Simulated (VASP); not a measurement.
Wanted: the native input for a VASP 6.6.1 run.

* Task: single point
* Functional: LDA
* Potentials or basis: VASP PAW LDA potentials, release 64 (Ga_d, As, O, Sr_sv, Ti_sv)
* Cutoff: 520 eV
* k mesh: 9 × 6 × 2
* Occupations: gaussian, width 0.05 eV
* Spin: no spin polarisation
* Dipole correction: no
* Further INCAR settings: LREAL = Auto; ALGO = Normal; EDIFF = 1e-06; NBANDS = 113

The structure of Sr3Ti3Ga4As4O9 (an interface model) lies in POSCAR:

```
Sr3Ti3Ga4As4O9
1.0
    3.9621891213      0.0000000000      0.0000000000
    0.0000000000      5.6033815920      0.0000000000
    0.0000000000      0.0000000000     16.9308762111
Ga As O Sr Ti
4 4 9 3 3
Direct
   -0.5000000000      0.3396778320      0.0092415176
   -1.0000000000      0.8723480759      0.1365474350
   -1.5000000000      1.3756542378      0.2491150891
   -2.0000000000      1.8852160896      0.3640311941
    0.0000000000      0.5964813144      0.0322276335
   -0.5000000000      1.1147537481      0.1364961483
   -1.0000000000      1.6181732658      0.2568030860
   -1.5000000000      2.1258778633      0.3690815245
   -1.5000000000      2.2680946098      0.4635235467
   -1.5000000000      1.7694226762      0.4965052414
   -2.0000000000      2.0696220354      0.5610235380
   -1.5000000000      1.8850846254      0.6554933645
   -1.5000000000      1.3770354761      0.6246775790
   -2.0000000000      1.5898203413      0.7132068441
   -1.5000000000      1.3228943814      0.7891843272
   -1.5000000000      0.7965230554      0.8153958083
   -2.0000000000      1.0975877057      0.8676472635
   -2.0000000000      1.5116767838      0.5313994654
   -2.0000000000      1.0991486325      0.7068502526
   -2.0000000000      0.5753421415      0.8587795283
   -1.5000000000      2.0293026527      0.5517048953
   -1.5000000000      1.5901452879      0.7038033946
   -1.5000000000      1.0901110133      0.8629666819
```

One way to write it, as run:

INCAR

```
PREC = Accurate
ENCUT = 520
EDIFF = 1E-6
ISMEAR = 0
SIGMA = 0.05
LREAL = Auto
LASPH = T
NELM = 100
ALGO = Normal
ISIF = 2
LWAVE = F
LCHARG = F
GGA = CA
NBANDS = 113
LUSENCCL = F
```

KPOINTS

```
regular mesh
0
Gamma
  9 6 2
```

Potentials or basis: VASP PAW LDA potentials, release 64 (Ga_d, As, O, Sr_sv, Ti_sv).

Run with:

```sh
$ cat potpaw_LDA.64/Ga_d/POTCAR potpaw_LDA.64/As/POTCAR potpaw_LDA.64/O/POTCAR potpaw_LDA.64/Sr_sv/POTCAR potpaw_LDA.64/Ti_sv/POTCAR > POTCAR
$ mpirun -np 1 vasp_std > vasp.out
```

Results of the run:

- Pressure: -1.0 GPa
- Largest force: 0.247 eV/Å
- Band gap on the k mesh: 0.27 eV (least direct gap 0.31 eV)

It took 14 min on 1 × NVIDIA H100 80GB with 1 thread of AMD EPYC 7R13 Processor (Zen 3), on a shared host, peak memory 2.1 GiB.
